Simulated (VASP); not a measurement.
# Ti3O4 (Cmmm) in VASP: further runs

Runs on Ti3O4. Level: PBEsol. Tasks: single point.

Program: VASP 6.6.1. These are calculated values, not measurements. Logs are shortened: lines on timing, memory, paths and dates and some standing lists are left out, and cuts for length are marked.

### Step 1. The cell of the first run

The structure is orthorhombic, space group Cmmm (No. 65). The conventional cell has a = 5.243 Å, b = 8.061 Å, c = 2.969 Å, α = 90.00°, β = 90.00°, γ = 90.00°. Ti (site symmetry mmm) has 6 O at 1.94 to 2.09 Å within 2.6 Å. Within 2.7 Å of Ti (site symmetry 2/m) lie 6 O at 1.98 to 2.02 Å and 2 Ti at 2.62 Å. Within 2.6 Å of O (site symmetry 2mm) lie 4 Ti at 1.94 to 2.02 Å and 1 O at 2.49 Å. Within 3.0 Å of O (site symmetry m2m) lie 5 Ti at 1.98 to 2.09 Å and 12 O at 2.63 to 2.97 Å.

### Step 2. Single point, PBEsol (strain -0.1000 x Voigt [1, 0, 0, 0, 0, 0])

Input file INCAR:

```
PREC     = Accurate       # precision mode
ENCUT    = 520            # plane-wave cutoff, eV
EDIFF    = 1E-6           # SCF threshold, eV
ISMEAR   = 0              # smearing method
SIGMA    = 0.15           # smearing width, eV
LREAL    = False          # projectors in reciprocal space
LASPH    = True           # aspherical terms in the spheres
NELM     = 60             # most SCF steps
ALGO     = Normal         # electronic algorithm
ISIF     = 2              # what is computed and relaxed
LWAVE    = False          # write WAVECAR
LCHARG   = False          # write CHGCAR
GGA      = PS             # functional
NBANDS   = 39             # bands
```

Input file KPOINTS:

```
Automatic mesh
0
Gamma
  8 8 14
```

Input file POSCAR:

```
Ti3O4
1.0
    2.6215346057     -4.0303540220      0.0000000000
    2.6215346057      4.0303540220      0.0000000000
    0.0000000000      0.0000000000      2.9690273773
Ti O
3 4
Direct
    0.0000000000      0.0000000000      0.5000000000
    0.5000000000      0.0000000000      0.0000000000
    0.0000000000      0.5000000000      0.0000000000
    0.7627833111      0.7627833111      0.0000000000
    0.2588765548      0.7411234452      0.5000000000
    0.2372166889      0.2372166889      0.0000000000
    0.7411234452      0.2588765548      0.5000000000
```

Potentials or basis: VASP PAW PBE potentials, release 64 (Ti_sv, O).

Command:

```bash
$ cat potpaw_PBE.64/Ti_sv/POTCAR potpaw_PBE.64/O/POTCAR > POTCAR
$ mpirun -np 1 vasp_std > vasp.out
```

OUTCAR:

```text
PREC = Accurate
   ENCUT = 520
   EDIFF = 1E-6
   ISMEAR = 0
   LREAL = False
   LASPH = True
   NELM = 60
   ISIF = 2
   GGA = PS

 ion  position               nearest neighbor table
   1  0.000  0.000  0.500-   4 1.94   6 1.94   4 1.94   6 1.94   5 2.09   7 2.09   2 2.83   3 2.83
                             2 2.83   3 2.83   3 2.83   3 2.83   2 2.83   2 2.83
   2  0.500  0.000  0.000-   5 1.98   7 1.98   5 1.98   7 1.98   6 2.02   4 2.02   3 2.62   3 2.62
                             1 2.83   1 2.83   1 2.83   1 2.83
   3  0.000  0.500  0.000-   5 1.98   7 1.98   5 1.98   7 1.98   6 2.02   4 2.02   2 2.62   2 2.62
                             1 2.83   1 2.83   1 2.83   1 2.83
   4  0.763  0.763  0.000-   1 1.94   1 1.94   3 2.02   2 2.02
   5  0.259  0.741  0.500-   2 1.98   3 1.98   2 1.98   3 1.98   1 2.09
   6  0.237  0.237  0.000-   1 1.94   1 1.94   3 2.02   2 2.02
   7  0.741  0.259  0.500-   2 1.98   3 1.98   2 1.98   3 1.98   1 2.09

  LATTYP: Found a base centered orthorhombic cell.
 ALAT       =     5.2430692114
 B/A-ratio  =     1.5374025631
 C/A-ratio  =     0.5662765944

  Lattice vectors:

 A1 = (   2.6215346057,  -4.0303540220,   0.0000000000)
 A2 = (   2.6215346057,   4.0303540220,   0.0000000000)
 A3 = (   0.0000000000,   0.0000000000,   2.9690273773)

Analysis of symmetry for initial positions (statically):
=====================================================================
 Subroutine PRICEL returns:
 Original cell was already a primitive cell.

 Routine SETGRP: Setting up the symmetry group for a
 base centered orthorhombic supercell.

 Subroutine GETGRP returns: Found  8 space group operations
 (whereof  8 operations were pure point group operations)
 out of a pool of  8 trial point group operations.

The static configuration has the point symmetry D_2h.

Analysis of symmetry for dynamics (positions and initial velocities):
=====================================================================
 Subroutine PRICEL returns:
 Original cell was already a primitive cell.

 Routine SETGRP: Setting up the symmetry group for a
 base centered orthorhombic supercell.

 Subroutine GETGRP returns: Found  8 space group operations
 (whereof  8 operations were pure point group operations)
 out of a pool of  8 trial point group operations.

The dynamic configuration has the point symmetry D_2h.

 Subroutine INISYM returns: Found  8 space group operations
 (whereof  8 operations are pure point group operations),
 and found     1 'primitive' translations

----------------------------------------------------------------------------------------

                                     Primitive cell

  volume of cell :      62.7398

  direct lattice vectors                    reciprocal lattice vectors
     2.621534606 -4.030354022  0.000000000     0.190727980 -0.124058581  0.000000000
     2.621534606  4.030354022  0.000000000     0.190727980  0.124058581  0.000000000
     0.000000000  0.000000000  2.969027377     0.000000000  0.000000000  0.336810636

  length of vectors
     4.807930660  4.807930660  2.969027377     0.227525150  0.227525150  0.336810636

  position of ions in fractional coordinates (direct lattice)
     0.000000000  0.000000000  0.500000000
     0.500000000  0.000000000  0.000000000
     0.000000000  0.500000000  0.000000000
     0.762783311  0.762783311  0.000000000
     0.258876555  0.741123445  0.500000000
     0.237216689  0.237216689  0.000000000
     0.741123445  0.258876555  0.500000000

  ion indices of the primitive-cell ions
   primitive index   ion index
                 1           1
                 2           2
                 3           3
                 4           4
                 5           5
                 6           6
                 7           7

----------------------------------------------------------------------------------------

 KPOINTS: Automatic mesh

Automatic generation of k-mesh.
 Grid dimensions read from file:
 generate k-points for:    8    8   14

 Generating k-lattice:

  Cartesian coordinates                     Fractional coordinates (reciprocal lattice)
     0.023840998 -0.015507323  0.000000000     0.125000000  0.000000000  0.000000000
     0.023840998  0.015507323  0.000000000     0.000000000  0.125000000  0.000000000
     0.000000000  0.000000000  0.024057903     0.000000000  0.000000000  0.071428571

  Length of vectors
     0.028440644  0.028440644  0.024057903

  Shift w.r.t. Gamma in fractional coordinates (k-lattice)
     0.000000000  0.000000000  0.000000000

 Subroutine IBZKPT returns following result:
 ===========================================

 Found    168 irreducible k-points:

 Following reciprocal coordinates:
            Coordinates               Weight
  0.000000  0.000000  0.000000      1.000000
  0.125000  0.000000  0.000000      4.000000
  0.250000  0.000000  0.000000      4.000000
  0.375000  0.000000  0.000000      4.000000
  0.500000  0.000000  0.000000      2.000000
  0.125000  0.125000  0.000000      2.000000
[... 16 lines left out ...]
  0.125000  0.000000  0.071429      8.000000
  0.250000  0.000000  0.071429      8.000000
 [... further k-points ...]
   k-points           NKPTS =    168   k-points in BZ     NKDIM =    168   number of bands    NBANDS=     39
   number of dos      NEDOS =    301   number of ions     NIONS =      7
   total plane-waves  NPLWV =  31104
   dimension x,y,z NGX =    36 NGY =   36 NGZ =   24
   dimension x,y,z NGXF=    72 NGYF=   72 NGZF=   48
   ions per type =               3   4
   NGX,Y,Z   is equivalent  to a cutoff of  12.45, 12.45, 13.44 a.u.
   NGXF,Y,Z  is equivalent  to a cutoff of  24.90, 24.90, 26.88 a.u.
 SYSTEM =  unknown system
   PREC   = accura    normal or accurate (medium, high low for compatibility)
   ISTART =      0    job   : 0-new  1-cont  2-samecut
   ICHARG =      2    charge: 1-file 2-atom 10-const
   ISPIN  =      1    spin polarized calculation?
   LNONCOLLINEAR =      F non collinear calculations
   LSORBIT =      F    spin-orbit coupling
   LASPH  =      T    aspherical Exc in radial PAW
   ENCUT  =  520.0 eV  38.22 Ry    6.18 a.u.   8.94  8.94  5.52*2*pi/ulx,y,z
   NELM   =     60;   NELMIN=  2; NELMDL= -5     # of ELM steps
   EDIFF  = 0.1E-05   stopping-criterion for ELM
   LREAL  =      F    real-space projection
   EDIFFG = 0.1E-04   stopping-criterion for IOM
   NSW    =      0    number of steps for IOM
   IBRION =     -1    ionic relax: 0-MD 1-quasi-New 2-CG
   NFREE  =      0    steps in history (QN), initial steepest desc. (CG)
   ISIF   =      2    stress and relaxation
   ISYM   =      2    0-nonsym 1-usesym 2-fastsym
   POTIM  = 0.5000    time-step for ionic-motion
   TEBEG  =    0.0;   TEEND  =   0.0 temperature during run
   PSTRESS=    0.0 pullay stress
   NELECT =      60.0000    total number of electrons
   NUPDOWN=      -1.0000    fix difference up-down
   EMIN   =  10.00;   EMAX   =-10.00  energy-range for DOS
   EFERMI =   0.00;   METHOD = LEGACY
   ISMEAR =     0;   SIGMA  =   0.15  broadening in eV -4-tet -1-fermi 0-gaus
   EFERMI_NEDOS =   21; number of points for ismear=-14 and -15
   IALGO  =     38    algorithm
   IMIX   =      4    mixing-type and parameters
     AMIX     =   0.40;   BMIX     =  1.00
     AMIX_MAG =   1.60;   BMIX_MAG =  1.00
  volume/ion in A,a.u.               =       8.96        60.48
  Fermi-wavevector in a.u.,A,eV,Ry     =   1.612913  3.047963 35.395394  2.601488
  Thomas-Fermi vector in A             =   2.708067
   LORBIT       =      0    0 simple, 1 ext, 2 COOP (PROOUT), +10 PAW based schemes
   GGA     = PS    functional components
   LHFCALC =     F    Hartree Fock is set to
   AEXX    =    0.0000 exact exchange contribution
   IVDW    =     0    specifies the selected vdW correction
   LEPSILON=     F    determine dielectric tensor
   LRPA    =     F    only Hartree local field effects (RPA)
 non-spin polarized calculation
 Gauss-broadening in eV      SIGMA  =   0.15
  energy-cutoff  :      520.00
  volume of cell :       62.74
 maximum number of plane-waves:      1716
   NGX = 17   NGY = 17   NGZ = 11

 number of electron      59.9999981 magnetization

 Free energy of the ion-electron system (eV)
  ---------------------------------------------------
  ext. energy  EPLUGINS =         0.00000000
  ---------------------------------------------------
  free energy    TOTEN  =       -64.93654257 eV

  energy without entropy =      -64.91124485  energy(sigma->0) =      -64.92389371

 E-fermi :  10.8322     XC(G=0): -13.0085

 val. band max:       10.8249962947   @ k =   0.1250   0.0000   0.5000
 cond. band min:      10.8337238851   @ k =   0.5000   0.3750   0.3571
 fundamental gap:      0.0087275904
 Fermi energy:        10.8322442915

 k-point     1 :       0.0000    0.0000    0.0000
  band No.  band energies     occupation
      1     -46.8920      2.00000
      2     -46.6744      2.00000
      3     -46.6683      2.00000
      4     -24.1543      2.00000
      5     -23.7356      2.00000
      6     -23.4340      2.00000
[... 31 lines left out ...]
     38      13.3725      0.00000
     39      14.0828      0.00000

 k-point     2 :       0.1250    0.0000    0.0000
  band No.  band energies     occupation
      1     -46.8845      2.00000
      2     -46.6813      2.00000
      3     -46.6691      2.00000
      4     -24.1111      2.00000
      5     -23.7241      2.00000
      6     -23.4210      2.00000
[... 31 lines left out ...]
     38      13.3210      0.00000
     39      13.7045      0.00000

 k-point     3 :       0.2500    0.0000    0.0000
  band No.  band energies     occupation
      1     -46.8634      2.00000
      2     -46.7028      2.00000
      3     -46.6696      2.00000
      4     -23.9915      2.00000
      5     -23.6926      2.00000
      6     -23.3786      2.00000
[... 832 lines left out ...]
 k-point    23 :       0.1250    0.0000    0.0714
  band No.  band energies     occupation
      1     -46.8800      2.00000
      2     -46.6794      2.00000
      3     -46.6688      2.00000
      4     -24.0963      2.00000
      5     -23.7109      2.00000
      6     -23.4167      2.00000
[... 31 lines left out ...]
     38      13.3203      0.00000
     39      13.7279      0.00000

 k-point    24 :       0.2500    0.0000    0.0714
  band No.  band energies     occupation
      1     -46.8592      2.00000
      2     -46.7008      2.00000
      3     -46.6691      2.00000
      4     -23.9786      2.00000
      5     -23.6816      2.00000
      6     -23.3809      2.00000
[... 31 lines left out ...]
     38      13.2301      0.00000
     39      13.4481      0.00000

 [... further k-points ...]

------------------------ aborting loop because EDIFF is reached ----------------------------------------

  FORCE on cell =-STRESS in cart. coord.  units (eV):
  Direction    XX          YY          ZZ          XY          YZ          ZX
  --------------------------------------------------------------------------------------
  -------------------------------------------------------------------------------------
  Total       19.6223856      4.2238975     13.8889421      0.0000000      0.0000000      0.0000000
  in kB      501.0942270    107.8651046    354.6800494      0.0000000      0.0000000      0.0000000
  external PRESSURE =     321.2131270 kB  Pullay stress =       0.0000000 kB

 VOLUME and BASIS-vectors are now :
 -----------------------------------------------------------------------------
  energy-cutoff  :      520.00
  volume of cell :       62.74
      direct lattice vectors                 reciprocal lattice vectors
     2.621534606 -4.030354022  0.000000000     0.190727980 -0.124058581  0.000000000
     2.621534606  4.030354022  0.000000000     0.190727980  0.124058581  0.000000000
     0.000000000  0.000000000  2.969027377     0.000000000  0.000000000  0.336810636

 POSITION                                       TOTAL-FORCE (eV/Angst)
 -----------------------------------------------------------------------------------
      0.00000      0.00000      1.48451         0.000000     -0.000000      0.000000
      1.31077     -2.01518      0.00000         0.000000     -0.000000      0.000000
      1.31077      2.01518      0.00000         0.000000     -0.000000      0.000000
      3.99933      0.00000      0.00000        -1.934312     -0.000000     -0.000000
      2.62153      1.94363      1.48451         0.000000     -0.069184      0.000000
      1.24374      0.00000      0.00000         1.934312     -0.000000      0.000000
      2.62153     -1.94363      1.48451         0.000000      0.069184     -0.000000
 -----------------------------------------------------------------------------------
    total drift:                                0.000000      0.000000      0.000000

  FREE ENERGIE OF THE ION-ELECTRON SYSTEM (eV)
  ---------------------------------------------------
  free  energy   TOTEN  =       -64.9365425715 eV

  energy  without entropy=      -64.9112448499  energy(sigma->0) =      -64.92389371
```

Wall time 2.7 min (1 thread of Intel Xeon 6975P-C (Granite Rapids), shared host); peak memory 0.4 GiB.

What came out:

| Property | Result |
| --- | --- |
| Free energy | -64.9365 eV |
| Pressure | 32.1 GPa |
| Largest force | 1.934 eV/Å |
| Band gap on the k mesh | zero (bands 30 and 31 overlap by 1.41 eV) |

Forces in eV/Å, atoms in the order of the input:
```
Ti   0.000  0.000  0.000
Ti   0.000  0.000  0.000
Ti   0.000  0.000  0.000
O   -1.934  0.000  0.000
O    0.000 -0.069  0.000
O    1.934  0.000  0.000
O    0.000  0.069  0.000
```

Stress tensor (GPa, compression positive):
```
50.11  0.00  0.00
 0.00 10.79  0.00
 0.00  0.00 35.47
```

Levels at points of the mesh, in eV from the Fermi level:
| k point | band 28 | band 29 | band 30 | band 31 | band 32 | band 33 |
| --- | --- | --- | --- | --- | --- | --- |
| (0.00, 0.00, 0.00) | -3.43 | -2.96 | -0.87 | 0.65 | 0.68 | 1.30 |
| (0.50, 0.00, 0.00) | -4.23 | -0.21 | -0.18 | -0.15 | 0.69 | 1.03 |
| (0.50, 0.50, 0.00) | -3.93 | -2.82 | 0.62 | 0.75 | 0.87 | 0.94 |
| (0.00, 0.00, 0.50) | -4.55 | 0.05 | 0.51 | 0.58 | 0.72 | 1.17 |
| (0.50, 0.00, 0.50) | -4.77 | -0.74 | -0.53 | 0.39 | 0.89 | 1.53 |
| (0.50, 0.50, 0.50) | -4.87 | -2.57 | -2.48 | 0.54 | 1.53 | 1.94 |

Caveat: the cell differs from its parent crystal (strain -0.1000 x Voigt [1, 0, 0, 0, 0, 0]); the cell stands under pressure; the PAW data sets were made with another functional, which shifts forces and pressure a little; semilocal functionals often make such compounds metallic where correlation or magnetic order opens a gap, which also shifts bond lengths.

### Step 3. Single point, PBEsol (strain -0.0750 x Voigt [1, 0, 0, 0, 0, 0])

Input file INCAR:

```
SYSTEM = Ti3O4
ALGO     = Normal         ! electronic algorithm
EDIFF    = 1E-7           ! SCF threshold, eV
ENCUT    = 520            ! plane-wave cutoff, eV
GGA      = PS             ! functional
ISIF     = 2              ! what is computed and relaxed
ISMEAR   = 0              ! smearing method
LASPH    = .TRUE.         ! aspherical terms in the spheres
LCHARG   = .FALSE.        ! write CHGCAR
LREAL    = .FALSE.        ! projectors in reciprocal space
LWAVE    = .FALSE.        ! write WAVECAR
NBANDS   = 39             ! bands
NELM     = 80             ! most SCF steps
PREC     = Accurate       ! precision mode
SIGMA    = 0.15           ! smearing width, eV
```

Input file KPOINTS:

```
k-points
0
G
  8 8 14
  0 0 0
```

POSCAR, as its differences from that of step 2:

```diff
@@ -2,4 +2,4 @@
 1.0
-    2.6215346057     -4.0303540220      0.0000000000
-    2.6215346057      4.0303540220      0.0000000000
+    2.6943550115     -4.0303540220      0.0000000000
+    2.6943550115      4.0303540220      0.0000000000
     0.0000000000      0.0000000000      2.9690273773
```

Potentials or basis: VASP PAW PBE potentials, release 64 (Ti_sv, O).

Command:

```bash
$ cat potpaw_PBE.64/Ti_sv/POTCAR potpaw_PBE.64/O/POTCAR > POTCAR
$ mpirun -np 1 vasp_std > vasp.out
```

It took 2.6 min on 1 thread of Intel Xeon 6975P-C (Granite Rapids), shared host; peak memory 0.4 GiB.

The run converged. Its results:

| Property | Result |
| --- | --- |
| Free energy | -65.4006 eV |
| Pressure | 22.5 GPa |
| Largest force | 1.375 eV/Å |
| Band gap on the k mesh | zero (bands 30 and 31 overlap by 1.25 eV) |

Forces on the atoms (eV/Å):
```
Ti   0.000  0.000  0.000
Ti   0.000  0.000  0.000
Ti   0.000  0.000  0.000
O   -1.375  0.000  0.000
O    0.000 -0.074  0.000
O    1.375  0.000  0.000
O    0.000  0.074  0.000
```

Stress tensor (GPa, compression positive):
```
34.94  0.00  0.00
 0.00  8.14  0.00
 0.00  0.00 24.29
```

Levels at points of the mesh, in eV from the Fermi level:
| k point | band 28 | band 29 | band 30 | band 31 | band 32 | band 33 |
| --- | --- | --- | --- | --- | --- | --- |
| (0.00, 0.00, 0.00) | -3.60 | -2.87 | -0.76 | 0.45 | 0.60 | 1.23 |
| (0.50, 0.00, 0.00) | -4.22 | -0.35 | -0.34 | -0.08 | 0.61 | 0.89 |
| (0.50, 0.50, 0.00) | -4.14 | -2.72 | 0.48 | 0.75 | 0.85 | 0.90 |
| (0.00, 0.00, 0.50) | -4.73 | 0.16 | 0.50 | 0.69 | 0.75 | 1.03 |
| (0.50, 0.00, 0.50) | -4.77 | -0.78 | -0.59 | 0.39 | 0.74 | 1.56 |
| (0.50, 0.50, 0.50) | -5.00 | -2.55 | -2.39 | 0.72 | 1.58 | 1.81 |

Caveat: the cell differs from its parent crystal (strain -0.0750 x Voigt [1, 0, 0, 0, 0, 0]); the cell stands under pressure; the PAW data sets were made with another functional, which shifts forces and pressure a little; semilocal functionals often make such compounds metallic where correlation or magnetic order opens a gap, which also shifts bond lengths.

[end of part 1 of 2]
